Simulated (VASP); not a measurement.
# C (P6_3/mmc) in VASP: notebook

C is run at these levels: PBE; tasks: relaxation of cell and atoms, relaxation of shape and atoms at fixed volume.

All numbers are computed with VASP 6.6.1; they aren't measurements. Logs are shortened: lines on timing, memory, paths and dates and some standing lists are left out, and cuts for length are marked.

**1. The cell of the first run**

Symmetry: P6_3/mmc, No. 194, hexagonal system. Conventional cell: a = 2.522 Å, b = 2.522 Å, c = 8.237 Å, α = 90.00°, β = 90.00°, γ = 120.00°. C (site symmetry 3m) has 4 C at 1.54 Å within 2.1 Å. C (site symmetry 3m) has 4 C at 1.54 Å within 2.1 Å.

**2. Relaxation of cell and atoms, PBE**

File INCAR:

```
PREC = Accurate ; ENCUT = 600
EDIFF = 1E-6 ; ISMEAR = 0
SIGMA = 0.02 ; LREAL = F
LASPH = T ; NELM = 60
ALGO = Normal ; ISIF = 3
LWAVE = F ; LCHARG = F
GGA = PE ; IBRION = 2
NSW = 100 ; EDIFFG = -0.005
```

File KPOINTS:

```
Automatic mesh
0
Gamma
  12 12 4
```

File POSCAR:

```
C
1.0
    2.5220988435      0.0000000000      0.0000000000
   -1.2610494217      2.1842016693      0.0000000000
    0.0000000000      0.0000000000      8.2371000000
C
8
Direct
    0.0000000000      0.0000000000      0.0937500000
    0.0000000000      0.0000000000      0.5937500000
    0.0000000000      0.0000000000      0.4062500000
    0.0000000000      0.0000000000      0.9062500000
    0.3333333333      0.6666666667      0.1562500000
    0.6666666667      0.3333333333      0.6562500000
    0.3333333333      0.6666666667      0.3437500000
    0.6666666667      0.3333333333      0.8437500000
```

Potentials or basis: VASP PAW PBE potentials, release 64 (C).

On the command line:

```console
$ cat potpaw_PBE.64/C/POTCAR > POTCAR
$ mpirun -np 1 vasp_std > vasp.out
```

OUTCAR:

```text
PREC = Accurate
   ENCUT = 600
   EDIFF = 1E-6
   ISMEAR = 0
   LREAL = F
   LASPH = T
   NELM = 60
   ISIF = 3
   GGA = PE
   IBRION = 2
   NSW = 100
   EDIFFG = -0.005

 ion  position               nearest neighbor table
   1  0.000  0.000  0.094-   4 1.54   5 1.54   5 1.54   5 1.54
   2  0.000  0.000  0.594-   3 1.54   6 1.54   6 1.54   6 1.54
   3  0.000  0.000  0.406-   2 1.54   7 1.54   7 1.54   7 1.54
   4  0.000  0.000  0.906-   1 1.54   8 1.54   8 1.54   8 1.54
   5  0.333  0.667  0.156-   7 1.54   1 1.54   1 1.54   1 1.54
   6  0.667  0.333  0.656-   8 1.54   2 1.54   2 1.54   2 1.54
   7  0.333  0.667  0.344-   5 1.54   3 1.54   3 1.54   3 1.54
   8  0.667  0.333  0.844-   6 1.54   4 1.54   4 1.54   4 1.54

  LATTYP: Found a hexagonal cell.
 ALAT       =     2.5220988435
 C/A-ratio  =     3.2659703331

  Lattice vectors:

 A1 = (   2.5220988435,   0.0000000000,   0.0000000000)
 A2 = (  -1.2610494217,   2.1842016693,   0.0000000000)
 A3 = (   0.0000000000,   0.0000000000,   8.2371000000)

Analysis of symmetry for initial positions (statically):
=====================================================================
 Subroutine PRICEL returns:
 Original cell was already a primitive cell.

 Routine SETGRP: Setting up the symmetry group for a
 hexagonal supercell.

 Subroutine GETGRP returns: Found 24 space group operations
 (whereof 12 operations were pure point group operations)
 out of a pool of 24 trial point group operations.

The static configuration has the point symmetry D_3d.
 The point group associated with its full space group is D_6h.

Analysis of symmetry for dynamics (positions and initial velocities):
=====================================================================
 Subroutine PRICEL returns:
 Original cell was already a primitive cell.

 Routine SETGRP: Setting up the symmetry group for a
 hexagonal supercell.

 Subroutine GETGRP returns: Found 24 space group operations
 (whereof 12 operations were pure point group operations)
 out of a pool of 24 trial point group operations.

The dynamic configuration has the point symmetry D_3d.
 The point group associated with its full space group is D_6h.

 Subroutine INISYM returns: Found 24 space group operations
 (whereof 12 operations are pure point group operations),
 and found     1 'primitive' translations

----------------------------------------------------------------------------------------

                                     Primitive cell

  volume of cell :      45.3763

  direct lattice vectors                    reciprocal lattice vectors
     2.522098843  0.000000000  0.000000000     0.396495166  0.228916591  0.000000000
    -1.261049422  2.184201669  0.000000000     0.000000000  0.457833182  0.000000000
     0.000000000  0.000000000  8.237100000     0.000000000  0.000000000  0.121401950

  length of vectors
     2.522098843  2.522098843  8.237100000     0.457833182  0.457833182  0.121401950

  position of ions in fractional coordinates (direct lattice)
     0.000000000  0.000000000  0.093750000
     0.000000000  0.000000000  0.593750000
     0.000000000  0.000000000  0.406250000
     0.000000000  0.000000000  0.906250000
     0.333333333  0.666666667  0.156250000
     0.666666667  0.333333333  0.656250000
     0.333333333  0.666666667  0.343750000
     0.666666667  0.333333333  0.843750000

  ion indices of the primitive-cell ions
   primitive index   ion index
                 1           1
                 2           2
                 3           3
                 4           4
                 5           5
                 6           6
                 7           7
                 8           8

----------------------------------------------------------------------------------------

 KPOINTS: Automatic mesh

Automatic generation of k-mesh.
 Grid dimensions read from file:
 generate k-points for:   12   12    4

 Generating k-lattice:

  Cartesian coordinates                     Fractional coordinates (reciprocal lattice)
[... 46 lines left out ...]
   NELECT =      32.0000    total number of electrons
   NUPDOWN=      -1.0000    fix difference up-down
   EMIN   =  10.00;   EMAX   =-10.00  energy-range for DOS
   EFERMI =   0.00;   METHOD = LEGACY
   ISMEAR =     0;   SIGMA  =   0.02  broadening in eV -4-tet -1-fermi 0-gaus
   EFERMI_NEDOS =   21; number of points for ismear=-14 and -15
   IALGO  =     38    algorithm
   IMIX   =      4    mixing-type and parameters
     AMIX     =   0.40;   BMIX     =  1.00
     AMIX_MAG =   1.60;   BMIX_MAG =  1.00
  volume/ion in A,a.u.               =       5.67        38.28
  Fermi-wavevector in a.u.,A,eV,Ry     =   1.457186  2.753683 28.890503  2.123392
  Thomas-Fermi vector in A             =   2.574017
   LORBIT       =      0    0 simple, 1 ext, 2 COOP (PROOUT), +10 PAW based schemes
   GGA     = PE    functional components
   LHFCALC =     F    Hartree Fock is set to
   AEXX    =    0.0000 exact exchange contribution
   IVDW    =     0    specifies the selected vdW correction
   LEPSILON=     F    determine dielectric tensor
   LRPA    =     F    only Hartree local field effects (RPA)
 conjugate gradient relaxation of ions
 non-spin polarized calculation
 Gauss-broadening in eV      SIGMA  =   0.02
  energy-cutoff  :      600.00
  volume of cell :       45.38
 maximum number of plane-waves:      1534
   NGX = 11   NGY = 11   NGZ = 33

--------------------------------------- Ionic step        1  -------------------------------------------

 number of electron      31.9999998 magnetization

 Free energy of the ion-electron system (eV)
  ---------------------------------------------------
  ext. energy  EPLUGINS =         0.00000000
  ---------------------------------------------------
  free energy    TOTEN  =       -72.66724791 eV

  energy without entropy =      -72.66724791  energy(sigma->0) =      -72.66724791

------------------------ aborting loop because EDIFF is reached ----------------------------------------

  FORCE on cell =-STRESS in cart. coord.  units (eV):
  Direction    XX          YY          ZZ          XY          YZ          ZX
  --------------------------------------------------------------------------------------
  -------------------------------------------------------------------------------------
  Total       -0.5241082     -0.5241082      2.9611489     -0.0000000     -0.0000000      0.0000000
  in kB      -18.5055660    -18.5055660    104.5542416     -0.0000000     -0.0000000      0.0000000
  external PRESSURE =      22.5143699 kB  Pullay stress =       0.0000000 kB
[... 195 lines left out ...]
  energy  without entropy=      -72.6876872774  energy(sigma->0) =      -72.68768728

--------------------------------------- Ionic step        6  -------------------------------------------

 number of electron      31.9999998 magnetization

 Free energy of the ion-electron system (eV)
  ---------------------------------------------------
  ext. energy  EPLUGINS =         0.00000000
  ---------------------------------------------------
  free energy    TOTEN  =       -72.68781942 eV

  energy without entropy =      -72.68781942  energy(sigma->0) =      -72.68781942

 E-fermi :   9.9223     XC(G=0): -13.2239

 val. band max:        9.7866694151   @ k =   0.0000   0.0000   0.0000
 cond. band min:      14.3182853198   @ k =   0.4167   0.0000   0.0000
 fundamental gap:      4.5316159047
 Fermi energy:         9.9223290544

 k-point     1 :       0.0000    0.0000    0.0000
  band No.  band energies     occupation
      1     -11.7672      2.00000
      2     -10.1293      2.00000
      3     -10.0283      2.00000
      4      -6.1231      2.00000
      5      -3.6732      2.00000
      6       2.9650      2.00000
[... 550 lines left out ...]
      5      -1.3694      2.00000
      6      -0.3485      2.00000
[... 13 lines left out ...]
     20      17.2529      0.00000
     21      17.8168      0.00000

 [... further k-points ...]

------------------------ aborting loop because EDIFF is reached ----------------------------------------

  FORCE on cell =-STRESS in cart. coord.  units (eV):
  Direction    XX          YY          ZZ          XY          YZ          ZX
  --------------------------------------------------------------------------------------
  -------------------------------------------------------------------------------------
  Total       -0.0084944     -0.0084944      0.0105061     -0.0000000     -0.0000000      0.0000000
  in kB       -0.2984435     -0.2984435      0.3691239     -0.0000000     -0.0000000      0.0000000
  external PRESSURE =      -0.0759210 kB  Pullay stress =       0.0000000 kB
[... 23 lines left out ...]
  FREE ENERGIE OF THE ION-ELECTRON SYSTEM (eV)
  ---------------------------------------------------
  free  energy   TOTEN  =       -72.6878194219 eV

  energy  without entropy=      -72.6878194219  energy(sigma->0) =      -72.68781942

 reached required accuracy - stopping structural energy minimisation
```

Wall time 5 min (1 thread of Intel Xeon 8259CL, shared host); peak memory 0.19 GiB.

What came out:

```
Free energy                           : -72.6878 eV
Relaxed volume                        : 5.70 Å³/atom
Relaxed cell                          : a = 2.518 Å, b = 2.518 Å, c = 8.304 Å, α = 90.00°, β = 90.00°, γ = 120.00°
Space group after relaxing (to 0.1 Å) : P6_3/mmc (No. 194)
Energy gained by relaxing             : 2.6 meV/atom
Ionic steps                           : 6
Pressure after relaxing               : 0.0 GPa
Largest force after relaxing          : 0.004 eV/Å
Band gap on the k mesh                : 4.53 eV (least direct gap 5.29 eV)
```

Forces in eV/Å, atoms in the order of the input:
```
C    0.000  0.000 -0.001
C    0.000  0.000 -0.001
C    0.000  0.000  0.001
C    0.000  0.000  0.001
C    0.000  0.000 -0.004
C    0.000  0.000 -0.004
C    0.000  0.000  0.004
C    0.000  0.000  0.004
```

Step by step:
| step | energy change (eV) | largest force (eV/Å) | pressure (GPa) | volume (Å³) |
| --- | --- | --- | --- | --- |
| 1 | 0.0000 | 0.3284 | 2.25 | 45.38 |
| 2 | 0.0130 | 0.4683 | -2.49 | 45.90 |
| 3 | -0.0204 | 0.0443 | 0.01 | 45.60 |
| 4 | -0.0204 | 0.0371 | 0.05 | 45.60 |
| 5 | -0.0204 | 0.0402 | -0.06 | 45.61 |
| 6 | -0.0206 | 0.0041 | -0.01 | 45.60 |

Final structure:
```
C
1.0
     2.51813    0.00000    0.00000
    -1.25906    2.18076    0.00000
     0.00000    0.00000    8.30413
C
8
Direct
  0.00000 0.00000 0.09298
  0.00000 0.00000 0.59298
  0.00000 0.00000 0.40702
  0.00000 0.00000 0.90702
  0.33333 0.66667 0.15555
  0.66667 0.33333 0.65555
  0.33333 0.66667 0.34445
  0.66667 0.33333 0.84445
```

Levels at points of the mesh, in eV from the valence-band top:
```
           k point  band 12  band 13  band 14  band 15  band 16  band 17  band 18  band 19  band 20  band 21
(0.00, 0.00, 0.00)    -1.72    -1.72    -0.22     0.00     0.00     5.29     5.29     5.46     7.10     7.10
(0.50, 0.00, 0.00)    -5.00    -4.91    -4.65    -3.66    -2.95     4.60     5.57     5.98     6.02     6.64
(0.00, 0.00, 0.50)    -2.62    -0.65    -0.65    -0.65    -0.65     6.06     6.06     6.06     6.06     6.68
(0.50, 0.00, 0.50)    -5.97    -4.71    -4.71    -3.64    -3.64     4.94     4.94     6.98     6.98     7.55
```

A k mesh can miss the band edges. PBE usually gives volumes a little too large and moduli too small.

(Continued in part 2 of 2.)
